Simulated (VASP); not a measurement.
Write the native input for VASP 6.6.1 that does the following.

| Property | Result |
| --- | --- |
| Task | single point |
| Functional | r2SCAN |
| Potentials or basis | VASP PAW PBE potentials, release 64 (Pb_d, S) |
| Cutoff | 520 eV |
| k mesh | 8 × 8 × 8 |
| Occupations | gaussian, width 0.01 eV |
| Spin | no spin polarisation |
| Dipole correction | no |
| Further INCAR settings | ALGO = Normal; EDIFF = 1e-07; NBANDS = 17 |

Crystal: PbS.

```
CELL_PARAMETERS angstrom
2.07993 1.21273 3.43019
-2.07993 1.21273 3.43019
0.00000 -2.42546 3.43019
ATOMIC_POSITIONS crystal
Pb 0.97814 0.97814 0.97814
S 0.47746 0.47746 0.47746
```

This cell differs from its parent crystal: uniaxial x strain -1.0%.

These files were run (other wordings do the same):

POSCAR

```
PbS
1.0
    2.0799259499      1.2127305666      3.4301898177
   -2.0799259499      1.2127305666      3.4301898177
    0.0000000000     -2.4254611333      3.4301898176
Pb S
1 1
Direct
    0.9781436759      0.9781436759      0.9781436759
    0.4774576541      0.4774576541      0.4774576541
```

INCAR.step1

```
PREC     = Accurate       # precision mode
ENCUT    = 520            # plane-wave cutoff, eV
ISMEAR   = 0              # smearing method
SIGMA    = 0.01           # smearing width, eV
LREAL    = False          # projectors in reciprocal space
LASPH    = True           # aspherical terms in the spheres
NELM     = 100            # most SCF steps
NBANDS   = 17             # bands
GGA      = PE             # functional
ALGO     = Normal         # electronic algorithm
EDIFF    = 1E-4           # SCF threshold, eV
LWAVE    = True           # write WAVECAR
LCHARG   = False          # write CHGCAR
```

INCAR.step2

```
PREC     = Accurate       # precision mode
ENCUT    = 520            # plane-wave cutoff, eV
EDIFF    = 1E-7           # SCF threshold, eV
ISMEAR   = 0              # smearing method
SIGMA    = 0.01           # smearing width, eV
LREAL    = False          # projectors in reciprocal space
LASPH    = True           # aspherical terms in the spheres
NELM     = 100            # most SCF steps
ALGO     = Normal         # electronic algorithm
ISIF     = 2              # what is computed and relaxed
LWAVE    = False          # write WAVECAR
LCHARG   = True           # write CHGCAR
METAGGA  = R2SCAN         # meta-GGA
LMIXTAU  = True         
LELF     = True           # ELF
LVHAR    = True         
NBANDS   = 17             # bands
ISTART   = 1
```

KPOINTS

```
Automatic mesh
0
Gamma
  8 8 8
```

Potentials or basis: VASP PAW PBE potentials, release 64 (Pb_d, S).

The run is started by

```sh
$ cat potpaw_PBE.64/Pb_d/POTCAR potpaw_PBE.64/S/POTCAR > POTCAR
$ cp INCAR.step1 INCAR
$ mpirun -np 1 vasp_std > vasp.out
$ cp INCAR.step2 INCAR
$ mpirun -np 1 vasp_std > vasp.out
```

Results of the run:

```
Pressure               : 1.6 GPa
Largest force          : 0.003 eV/Å
Band gap on the k mesh : 0.55 eV (least direct gap 0.59 eV)
```

Caveat: the cell differs from its parent crystal (uniaxial x strain -1.0%); the PAW data sets were made with another functional, which shifts forces and pressure a little; spin-orbit coupling is left out, which moves the levels of the heavy elements.

Run time: 2.9 min on 1 thread of Intel(R) Xeon(R) 6975P-C (Granite Rapids), on a shared host, peak memory 0.28 GiB.
